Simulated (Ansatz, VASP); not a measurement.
# One calculation of Zn2C, two programs

File INCAR:

```
PREC     = Accurate       # precision mode
ENCUT    = 520            # plane-wave cutoff, eV
EDIFF    = 1E-7           # SCF threshold, eV
ISMEAR   = -1             # smearing method
SIGMA    = 0.02           # smearing width, eV
LREAL    = False          # projectors in reciprocal space
LASPH    = True           # aspherical terms in the spheres
NELM     = 60             # most SCF steps
ALGO     = Normal         # electronic algorithm
ISIF     = 2              # what is computed and relaxed
LWAVE    = False          # write WAVECAR
LCHARG   = True           # write CHGCAR
GGA      = PE             # functional
LELF     = True           # ELF
LVHAR    = True         
NBANDS   = 21             # bands
```

The input KPOINTS:

```
regular mesh
0
Gamma
  8 8 8
```

Contents of POSCAR:

```
Zn2C
1.0
   -0.0613551868      2.5165938403      2.5165938403
    2.5165938403     -0.0613551868      2.5165938403
    2.5165938403      2.5165938403     -0.0613551868
C Zn
1 2
Direct
    0.0000000000      0.0000000000      0.0000000000
    0.2505370555      0.2505370555      0.2505370555
    0.7494629445      0.7494629445      0.7494629445
```

Input for Ansatz:

```yaml
crystal:
  lattice:
    - [-0.0613551868, 2.5165938403, 2.5165938403]
    - [2.5165938403, -0.0613551868, 2.5165938403]
    - [2.5165938403, 2.5165938403, -0.0613551868]
  atoms:
    - { symbol: C, position: [0.0, 0.0, 0.0] }
    - { symbol: Zn, position: [0.2505370555, 0.2505370555, 0.2505370555] }
    - { symbol: Zn, position: [0.7494629445, 0.7494629445, 0.7494629445] }
kpoints:
  mp_grid: { grid: [8, 8, 8] }
  band_path:
    path:
      - [0.0, 0.0, 0.0]
      - [0.5, 0.0, 0.5]
      - [0.625, 0.25, 0.625]
      - [0.375, 0.375, 0.75]
      - [0.5, 0.5, 0.5]
      - [0.5, 0.25, 0.75]
    npoints: 1
hamiltonian:
  xc: pbe
scf:
  occupations: { method: fermi_dirac, width: 0.02 }
  n_extra_bands: 4
output:
  forces: true
  stress: true
  eigenvalues: true
```

Change from the starting cell: shear_111 strain -3.6%.

Alike in both runs: task single point; functional PBE; k mesh 8 × 8 × 8; occupations fermi-dirac, width 0.02 eV; no spin polarisation.

```csv
,VASP,Ansatz
version,VASP 6.6.1,Ansatz 0.2.0
potentials or method,"VASP PAW PBE potentials, release 64 (C, Zn)","plane waves, PAW"
plane-wave cutoff (eV),520,420
valence electrons in the cell,28,28
```

Ansatz gave:

| Item | Value |
| --- | --- |
| pressure (GPa) | 10.4 |
| traceless stress, the component that is largest in VASP (GPa) | 1.81 |
| rms of the force components (eV/Å) | 0.005 |

Question: Estimate VASP's values.

Answer: Pressure (GPa): 11.1; traceless stress, the component that is largest in VASP (GPa): 1.86; rms of the force components (eV/Å): 0.006.

Atom by atom the forces differ by 0.001 eV/Å (rms over components). With one functional, cell and mesh, what is left measures potentials, basis and numerics.
